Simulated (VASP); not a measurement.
A run of VASP 6.6.1:

The input INCAR:

```
PREC = Accurate
ENCUT = 400
EDIFF = 1E-6
ISMEAR = -1
SIGMA = 0.0724
LREAL = Auto
LASPH = True
NELM = 120
ALGO = Normal
ISIF = 2
LWAVE = False
LCHARG = False
GGA = PE
NBANDS = 92
ISYM = -1
GGA_COMPAT = False
```

File KPOINTS:

```
explicit points
1
Reciprocal
  0.25000000   0.25000000   0.25000000 1
```

File POSCAR:

```
Be2Cu11Ni3
1.0
    5.6151810000     -0.1125830000     -0.0418010000
   -0.1125830000      5.6341360000     -0.0260090000
   -0.0418010000     -0.0260090000      5.8223430000
Cu Ni Be
11 3 2
Direct
    0.8378779064      0.1108900904      0.7572010572
    0.1045903031      0.8667610721      0.9413153035
    0.3618160756      1.0157544766      0.2723874275
    0.5646536846      0.2725637969      1.0130760418
    0.3930523245      0.0300576456      0.7223981393
    0.9024319090      0.4870070338      0.1586516154
    0.6234694192      0.7739550009      0.9784565150
    0.6038372919      0.3434785949      0.4713484825
    0.6869198438      0.7807200556      0.4452871781
    0.3335522040      0.5542851165      0.2478150492
    0.1084665903      0.2996884993      0.5095262526
    0.3487304161      0.5301160099      0.7782913283
    0.8834278939      0.0420868342      0.2191158793
    0.0968280279      0.7666394914      0.5068617625
    0.8682642569      0.5460156188      0.7403383199
    0.1491957967      0.3131293065      0.9478329795
```

Potentials or basis: VASP PAW PBE potentials, release 64 (Cu, Ni, Be).

Run with:

```bash
$ cat potpaw_PBE.64/Cu/POTCAR potpaw_PBE.64/Ni/POTCAR potpaw_PBE.64/Be/POTCAR > POTCAR
$ mpirun -np 1 vasp_std > vasp.out
```

Hardware: 1 thread of Intel Xeon 8259CL, with other jobs on the host.

**Question.** How long does it take, and how much memory?

**Answer.** It took 2.7 min on 1 thread of Intel Xeon 8259CL, with other jobs on the host, peak memory 0.25 GiB. Counts: scf iterations 22, k points 1.
